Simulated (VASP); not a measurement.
# Si (P6_3/mmc) in VASP: further runs

The runs below take Si through relaxation of shape and atoms at fixed volume, single point, with r2SCAN.

Program: VASP 6.6.1. These are calculated values, not measurements. Logs are shortened: lines on timing, memory, paths and dates and some standing lists are left out, and cuts for length are marked.

### 1 The cell of the first run

The structure is hexagonal, space group P6_3/mmc (No. 194). Conventional cell: a = 2.665 Å, b = 2.665 Å, c = 4.598 Å, α = 90.00°, β = 90.00°, γ = 120.00°. Si (site symmetry -6m2) has 12 Si at 2.67 to 2.77 Å within 3.5 Å.

This isn't the form of Si at room conditions, which is diamond.

### 2 Relaxation of shape and atoms at fixed volume, r2SCAN (14.14 Å³/atom)

The input, POSCAR:

```
Si
1.0
    2.6653272876      0.0000000000      0.0000000000
   -1.3326636438      2.3082411405      0.0000000000
    0.0000000000      0.0000000000      4.5982409720
Si
2
Direct
    0.3333333333      0.6666666667      0.2500000000
    0.6666666667      0.3333333333      0.7500000000
```

The input, INCAR.step1:

```
  ALGO = Normal
  EDIFF = 1E-4
  ENCUT = 600
  GGA = PE
  ISMEAR = 0
  LASPH = T
  LCHARG = F
  LREAL = F
  LWAVE = T
  NELM = 60
  PREC = Accurate
  SIGMA = 0.1
```

The input, INCAR.step2:

```
  ALGO = Normal
  EDIFF = 1E-6
  EDIFFG = -0.01
  ENCUT = 600
  IBRION = 2
  ISIF = 4
  ISMEAR = 0
  ISTART = 1
  LASPH = T
  LCHARG = F
  LMIXTAU = T
  LREAL = F
  LWAVE = F
  METAGGA = R2SCAN
  NELM = 60
  NSW = 50
  PREC = Accurate
  SIGMA = 0.1
```

The input, KPOINTS:

```
k-points
0
Gamma
  18 18 10
```

Potentials or basis: VASP PAW PBE potentials, release 64 (Si).

Command:

```bash
> cat potpaw_PBE.64/Si/POTCAR > POTCAR
> cp INCAR.step1 INCAR
> mpirun -np 1 vasp_std > vasp.out
> cp INCAR.step2 INCAR
> mpirun -np 1 vasp_std > vasp.out
```

OUTCAR:

```text
EDIFF = 1E-6
   EDIFFG = -0.01
   ENCUT = 600
   IBRION = 2
   ISIF = 4
   ISMEAR = 0
   ISTART = 1
   LASPH = T
   LREAL = F
   METAGGA = R2SCAN
   NELM = 60
   NSW = 50
   PREC = Accurate

 ion  position               nearest neighbor table
   1  0.333  0.667  0.250-   2 2.77   2 2.77   2 2.77   2 2.77   2 2.77   2 2.77
   2  0.667  0.333  0.750-   1 2.77   1 2.77   1 2.77   1 2.77   1 2.77   1 2.77

  LATTYP: Found a hexagonal cell.
 ALAT       =     2.6653272876
 C/A-ratio  =     1.7252068792

  Lattice vectors:

 A1 = (   2.6653272876,   0.0000000000,   0.0000000000)
 A2 = (  -1.3326636438,   2.3082411405,   0.0000000000)
 A3 = (   0.0000000000,   0.0000000000,   4.5982409720)

Analysis of symmetry for initial positions (statically):
=====================================================================
 Subroutine PRICEL returns:
 Original cell was already a primitive cell.

 Routine SETGRP: Setting up the symmetry group for a
 hexagonal supercell.

 Subroutine GETGRP returns: Found 24 space group operations
 (whereof 12 operations were pure point group operations)
 out of a pool of 24 trial point group operations.

The static configuration has the point symmetry D_3d.
 The point group associated with its full space group is D_6h.

Analysis of symmetry for dynamics (positions and initial velocities):
=====================================================================
 Subroutine PRICEL returns:
 Original cell was already a primitive cell.

 Routine SETGRP: Setting up the symmetry group for a
 hexagonal supercell.

 Subroutine GETGRP returns: Found 24 space group operations
 (whereof 12 operations were pure point group operations)
 out of a pool of 24 trial point group operations.

The dynamic configuration has the point symmetry D_3d.
 The point group associated with its full space group is D_6h.

 Subroutine INISYM returns: Found 24 space group operations
 (whereof 12 operations are pure point group operations),
 and found     1 'primitive' translations

----------------------------------------------------------------------------------------

                                     Primitive cell

  volume of cell :      28.2894

  direct lattice vectors                    reciprocal lattice vectors
     2.665327288  0.000000000  0.000000000     0.375188445  0.216615150  0.000000000
    -1.332663644  2.308241140  0.000000000     0.000000000  0.433230299  0.000000000
     0.000000000  0.000000000  4.598240972     0.000000000  0.000000000  0.217474466
[... 85 lines left out ...]
   LREAL  =      F    real-space projection
   EDIFFG = -.1E-01   stopping-criterion for IOM
   NSW    =     50    number of steps for IOM
   IBRION =      2    ionic relax: 0-MD 1-quasi-New 2-CG
   NFREE  =      1    steps in history (QN), initial steepest desc. (CG)
   ISIF   =      4    stress and relaxation
   ISYM   =      2    0-nonsym 1-usesym 2-fastsym
   POTIM  = 0.5000    time-step for ionic-motion
   TEBEG  =    0.0;   TEEND  =   0.0 temperature during run
   PSTRESS=    0.0 pullay stress
   NELECT =       8.0000    total number of electrons
   NUPDOWN=      -1.0000    fix difference up-down
   EMIN   =  10.00;   EMAX   =-10.00  energy-range for DOS
   EFERMI =   0.00;   METHOD = LEGACY
   ISMEAR =     0;   SIGMA  =   0.10  broadening in eV -4-tet -1-fermi 0-gaus
   EFERMI_NEDOS =   21; number of points for ismear=-14 and -15
   IALGO  =     38    algorithm
   IMIX   =      4    mixing-type and parameters
     AMIX     =   0.40;   BMIX     =  1.00
     AMIX_MAG =   1.60;   BMIX_MAG =  1.00
  volume/ion in A,a.u.               =      14.14        95.45
  Fermi-wavevector in a.u.,A,eV,Ry     =   1.074559  2.030622 15.710341  1.154677
  Thomas-Fermi vector in A             =   2.210391
   LORBIT       =      0    0 simple, 1 ext, 2 COOP (PROOUT), +10 PAW based schemes
   METAGGA = R2SCAN    functional components
   LHFCALC =     F    Hartree Fock is set to
   AEXX    =    0.0000 exact exchange contribution
   IVDW    =     0    specifies the selected vdW correction
   LEPSILON=     F    determine dielectric tensor
   LRPA    =     F    only Hartree local field effects (RPA)
 conjugate gradient relaxation of ions
 non-spin polarized calculation
 Gauss-broadening in eV      SIGMA  =   0.10
  energy-cutoff  :      600.00
  volume of cell :       28.29
 maximum number of plane-waves:       978
 NGX is ok and might be reduce to    24
   NGX = 11   NGY = 11   NGZ = 19

 number of electron       8.0000000 magnetization

 Free energy of the ion-electron system (eV)
  ---------------------------------------------------
  ext. energy  EPLUGINS =         0.00000000
  ---------------------------------------------------
  free energy    TOTEN  =       -16.13641590 eV

  energy without entropy =      -16.13355047  energy(sigma->0) =      -16.13498318

 E-fermi :  10.4969     XC(G=0): -12.0637

 val. band max:       10.4798089969   @ k =   0.2778   0.2222   0.4000
 cond. band min:      10.5046026380   @ k =   0.3333   0.1111   0.2000
 fundamental gap:      0.0247936411
 Fermi energy:        10.4968751070

 k-point     1 :       0.0000    0.0000    0.0000
  band No.  band energies     occupation
      1      -5.0810      2.00000
      2       1.5998      2.00000
      3       2.6495      2.00000
      4      20.4487      0.00000
      5      20.4487      0.00000
      6      21.3404      0.00000
      7      21.6504      0.00000
      8      21.6519      0.00000
[... 243 lines left out ...]
 k-point    24 :       0.3889    0.1111    0.0000
  band No.  band energies     occupation
      1       0.8222      2.00000
      2       3.9684      2.00000
      3       7.3827      2.00000
      4       8.1822      2.00000
      5      10.3700      1.92717
      6      11.6417      0.00000
      7      11.6672      0.00000
      8      17.4788      0.00000

 [... further k-points ...]
[... 5 lines left out ...]
  --------------------------------------------------------------------------------------
  -------------------------------------------------------------------------------------
  Total       -0.4460338     -0.4460338     -0.4381723      0.0000000      0.0000000      0.0000000
  in kB      -25.2612560    -25.2612560    -24.8160168      0.0000000      0.0000000      0.0000000
  external PRESSURE =     -25.1128430 kB  Pullay stress =       0.0000000 kB

 VOLUME and BASIS-vectors are now :
 -----------------------------------------------------------------------------
  energy-cutoff  :      600.00
  volume of cell :       28.29
      direct lattice vectors                 reciprocal lattice vectors
     2.665327288  0.000000000  0.000000000     0.375188445  0.216615150  0.000000000
    -1.332663644  2.308241140  0.000000000     0.000000000  0.433230299  0.000000000
     0.000000000  0.000000000  4.598240972     0.000000000  0.000000000  0.217474466

 POSITION                                       TOTAL-FORCE (eV/Angst)
 -----------------------------------------------------------------------------------
     -0.00000      1.53883      1.14956         0.000000     -0.000000      0.000000
      1.33266      0.76941      3.44868        -0.000000      0.000000      0.000000
 -----------------------------------------------------------------------------------
    total drift:                                0.000000     -0.000000      0.000000

  FREE ENERGIE OF THE ION-ELECTRON SYSTEM (eV)
  ---------------------------------------------------
  free  energy   TOTEN  =       -16.1364158990 eV

  energy  without entropy=      -16.1335504668  energy(sigma->0) =      -16.13498318

 reached required accuracy - stopping structural energy minimisation
```

OUTCAR.step1:

```text
EDIFF = 1E-4
   ENCUT = 600
   GGA = PE
   ISMEAR = 0
   LASPH = T
[... 488 lines left out ...]
 -----------------------------------------------------------------------------------
     -0.00000      1.53883      1.14956        -0.000000      0.000000      0.000000
      1.33266      0.76941      3.44868         0.000000      0.000000      0.000000
 -----------------------------------------------------------------------------------
    total drift:                                0.000000     -0.000000      0.000000

  FREE ENERGIE OF THE ION-ELECTRON SYSTEM (eV)
  ---------------------------------------------------
  free  energy   TOTEN  =        -9.8367283139 eV

  energy  without entropy=       -9.8335959224  energy(sigma->0) =       -9.83516212
```

It took 3.9 min on 1 thread of AMD EPYC 7R43 (Zen 3), shared host; peak memory 0.16 GiB.

Results:

```
Free energy             : -16.1364 eV
Pressure after relaxing : -2.5 GPa
Band gap on the k mesh  : zero (bands 4 and 5 overlap by 13.86 eV)
```

Final structure:
```yaml
crystal:
  lattice:
    - [2.66533, 0.00000, 0.00000]
    - [-1.33266, 2.30824, 0.00000]
    - [0.00000, 0.00000, 4.59824]
  atoms:
    - { symbol: Si, position: [0.33333, 0.66667, 0.25000] }
    - { symbol: Si, position: [0.66667, 0.33333, 0.75000] }
```

Levels at points of the mesh, in eV from the Fermi level:
```tsv
k point	band 1	band 2	band 3	band 4	band 5	band 6	band 7	band 8
(0.00, 0.00, 0.00)	-15.58	-8.90	-7.85	9.95	9.95	10.84	11.15	11.16
(0.50, 0.00, 0.00)	-8.70	-8.17	-2.22	-1.75	-1.61	-0.04	4.23	6.54
(0.00, 0.00, 0.50)	-13.76	-13.76	0.29	0.29	11.35	11.35	11.35	11.35
(0.50, 0.00, 0.50)	-7.00	-7.00	-6.34	-6.34	5.80	5.80	5.98	5.98
```

Caveat: the PAW data sets were made with another functional, which shifts forces and pressure a little.

### 3 Relaxation of shape and atoms at fixed volume, r2SCAN (14.56 Å³/atom)

This run uses another cell than the first one, of 14.56 Å³/atom.

The input, POSCAR:

```
Si
1.0
    2.6909570069      0.0000000000      0.0000000000
   -1.3454785034      2.3304371284      0.0000000000
    0.0000000000      0.0000000000      4.6424575399
Si
2
Direct
    0.3333333333      0.6666666667      0.2500000000
    0.6666666667      0.3333333333      0.7500000000
```

The input, INCAR.step1:

```
ALGO = Normal
EDIFF = 1E-4
ENCUT = 600
GGA = PE
ISMEAR = 0
LASPH = True
LCHARG = False
LREAL = False
LWAVE = True
NELM = 80
PREC = Accurate
SIGMA = 0.1
```

The input, INCAR.step2:

```
ALGO = Normal
EDIFF = 1E-6
EDIFFG = -0.01
ENCUT = 600
IBRION = 2
ISIF = 4
ISMEAR = 0
ISTART = 1
LASPH = True
LCHARG = False
LMIXTAU = True
LREAL = False
LWAVE = False
METAGGA = R2SCAN
NELM = 80
NSW = 50
PREC = Accurate
SIGMA = 0.1
```

KPOINTS is that of step 2.

Potentials or basis: VASP PAW PBE potentials, release 64 (Si).

Command:

```bash
> cat potpaw_PBE.64/Si/POTCAR > POTCAR
> cp INCAR.step1 INCAR
> mpirun -np 1 vasp_std > vasp.out
> cp INCAR.step2 INCAR
> mpirun -np 1 vasp_std > vasp.out
```

OUTCAR:

```text
EDIFF = 1E-6
   EDIFFG = -0.01
   ENCUT = 600
   IBRION = 2
   ISIF = 4
   ISMEAR = 0
   ISTART = 1
   LASPH = True
   LREAL = False
   METAGGA = R2SCAN
   NELM = 80
   NSW = 50
   PREC = Accurate

 ion  position               nearest neighbor table
   1  0.333  0.667  0.250-   2 2.79   2 2.79   2 2.79   2 2.79   2 2.79   2 2.79
   2  0.667  0.333  0.750-   1 2.79   1 2.79   1 2.79   1 2.79   1 2.79   1 2.79

  LATTYP: Found a hexagonal cell.
 ALAT       =     2.6909570069
 C/A-ratio  =     1.7252068792

  Lattice vectors:

 A1 = (   2.6909570069,   0.0000000000,   0.0000000000)
 A2 = (  -1.3454785034,   2.3304371284,   0.0000000000)
 A3 = (   0.0000000000,   0.0000000000,   4.6424575399)

Analysis of symmetry for initial positions (statically):
=====================================================================
 Subroutine PRICEL returns:
 Original cell was already a primitive cell.

 Routine SETGRP: Setting up the symmetry group for a
 hexagonal supercell.

 Subroutine GETGRP returns: Found 24 space group operations
 (whereof 12 operations were pure point group operations)
 out of a pool of 24 trial point group operations.

The static configuration has the point symmetry D_3d.
[... 167 lines left out ...]
 val. band max:       10.0951934370   @ k =   0.2778   0.2222   0.4000
 cond. band min:      10.1194721904   @ k =   0.3333   0.1111   0.2000
 fundamental gap:      0.0242787535
 Fermi energy:        10.1096602461

 k-point     1 :       0.0000    0.0000    0.0000
  band No.  band energies     occupation
      1      -5.1839      2.00000
      2       1.3110      2.00000
      3       2.4786      2.00000
      4      19.7988      0.00000
      5      19.7988      0.00000
      6      20.6325      0.00000
      7      21.0733      0.00000
      8      21.0733      0.00000
[... 243 lines left out ...]
 k-point    24 :       0.3889    0.1111    0.0000
  band No.  band energies     occupation
      1       0.6079      2.00000
      2       3.7154      2.00000
      3       6.9868      2.00000
      4       7.8956      2.00000
      5       9.9400      1.98357
      6      11.2166      0.00000
      7      11.3177      0.00000
      8      16.8796      0.00000

 [... further k-points ...]
[... 5 lines left out ...]
  --------------------------------------------------------------------------------------
  -------------------------------------------------------------------------------------
  Total       -0.8431502     -0.8431502     -0.8203070     -0.0000000      0.0000000      0.0000000
  in kB      -46.4005810    -46.4005810    -45.1434694     -0.0000000      0.0000000      0.0000000
  external PRESSURE =     -45.9815438 kB  Pullay stress =       0.0000000 kB

 VOLUME and BASIS-vectors are now :
 -----------------------------------------------------------------------------
  energy-cutoff  :      600.00
  volume of cell :       29.11
      direct lattice vectors                 reciprocal lattice vectors
     2.690957007  0.000000000  0.000000000     0.371615004  0.214552023  0.000000000
    -1.345478503  2.330437128  0.000000000     0.000000000  0.429104046  0.000000000
     0.000000000  0.000000000  4.642457540     0.000000000  0.000000000  0.215403155

 POSITION                                       TOTAL-FORCE (eV/Angst)
 -----------------------------------------------------------------------------------
     -0.00000      1.55362      1.16061         0.000000     -0.000000      0.000000
      1.34548      0.77681      3.48184        -0.000000      0.000000      0.000000
 -----------------------------------------------------------------------------------
    total drift:                               -0.000000      0.000000     -0.000000

  FREE ENERGIE OF THE ION-ELECTRON SYSTEM (eV)
  ---------------------------------------------------
  free  energy   TOTEN  =       -16.1180325478 eV

  energy  without entropy=      -16.1150783556  energy(sigma->0) =      -16.11655545

 reached required accuracy - stopping structural energy minimisation
```

OSZICAR.step1:

```text
N       E                     dE             d eps       ncg     rms          rms(c)
DAV:   1     0.694548510097E+01    0.69455E+01   -0.38880E+03  3560   0.946E+02
DAV:   2    -0.965867489916E+01   -0.16604E+02   -0.16123E+02  5232   0.828E+01
DAV:   3    -0.987678316487E+01   -0.21811E+00   -0.21162E+00  4936   0.110E+01
DAV:   4    -0.987751773356E+01   -0.73457E-03   -0.73445E-03  5024   0.615E-01
DAV:   5    -0.987751950442E+01   -0.17709E-05   -0.17700E-05  4840   0.173E-02    0.373E+00
DAV:   6    -0.985182584947E+01    0.25694E-01   -0.86378E-03  4152   0.574E-01    0.206E+00
DAV:   7    -0.983744930043E+01    0.14377E-01   -0.16247E-02  4440   0.781E-01    0.146E-01
DAV:   8    -0.983734649110E+01    0.10281E-03   -0.13910E-04  4776   0.104E-01    0.183E-02
DAV:   9    -0.983734726748E+01   -0.77638E-06   -0.27001E-06  2232   0.133E-02
   1 F= -.98373473E+01 E0= -.98357868E+01  d E =-.312098E-02
```

Wall time 3.5 min (1 thread of AMD EPYC 7R43 (Zen 3), shared host); peak memory 0.16 GiB.

What came out:

* Free energy: -16.1180 eV
* Pressure after relaxing: -4.6 GPa
* Band gap on the k mesh: zero (bands 4 and 5 overlap by 13.46 eV)

Stress tensor (GPa, compression positive):
```
-4.64  0.00  0.00
 0.00 -4.64  0.00
 0.00  0.00 -4.51
```

Final structure:
```cif
data_structure
_symmetry_space_group_name_H-M 'P 1'
_symmetry_Int_Tables_number 1
_cell_length_a 2.6910
_cell_length_b 2.6910
_cell_length_c 4.6425
_cell_angle_alpha 90.000
_cell_angle_beta 90.000
_cell_angle_gamma 120.000
_cell_volume 29.11
loop_
_atom_site_label
_atom_site_type_symbol
_atom_site_fract_x
_atom_site_fract_y
_atom_site_fract_z
_atom_site_occupancy
Si1 Si 0.33333 0.66667 0.25000 1
Si2 Si 0.66667 0.33333 0.75000 1
```

Caveat: the PAW data sets were made with another functional, which shifts forces and pressure a little.

(Part 1 of 2 ends here.)

The gap in the log of VASP goes by the Fermi energy; the results here count the filled bands.